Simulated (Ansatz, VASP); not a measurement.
# One calculation of SiB2, two programs

```
Si B
1.0
     4.80078    0.00000    0.00000
    -2.40039    4.15760    0.00000
     0.00000    0.00000    2.79261
Si B
2 4
Cartesian
  2.4004 1.3859 1.3963
  0.0000 2.7717 1.3963
  0.5522 0.9564 0.0000
  -1.8482 3.2012 0.0000
  3.6964 0.0000 0.0000
  0.0000 0.0000 1.3963
```

Change from the starting cell: species swapped into the Mg2Cd type (P-62m, No. 189).

Alike in both runs: task relaxation of cell and atoms; functional PBE; k mesh 6 × 6 × 6; occupations gaussian, width 0.1 eV; no spin polarisation.

```csv
,VASP,Ansatz
version,VASP 6.6.1,Ansatz 0.2.0
potentials or method,"VASP PAW PBE potentials, release 64 (Si, B), cutoff 600 eV","scalar-relativistic, plane waves, PAW"
valence electrons in the cell,20,20
```

```tsv
	VASP	Ansatz	Ansatz less VASP
gap on the k mesh at the Fermi level, each at its own relaxed structure (eV)	none	none	-
relaxed volume (Å³/atom)	9.42	9.44	+0.028
relaxed length of the cell vector where the two differ most in proportion (Å)	2.807	2.797	-0.0101
```

A gap of «none» marks a metal or a gap that the smearing closes.

The k mesh is coarse, so the values compare programs but aren't converged. Noted on VASP's run: too few bands were computed for a metal, which touches its energy and stress.
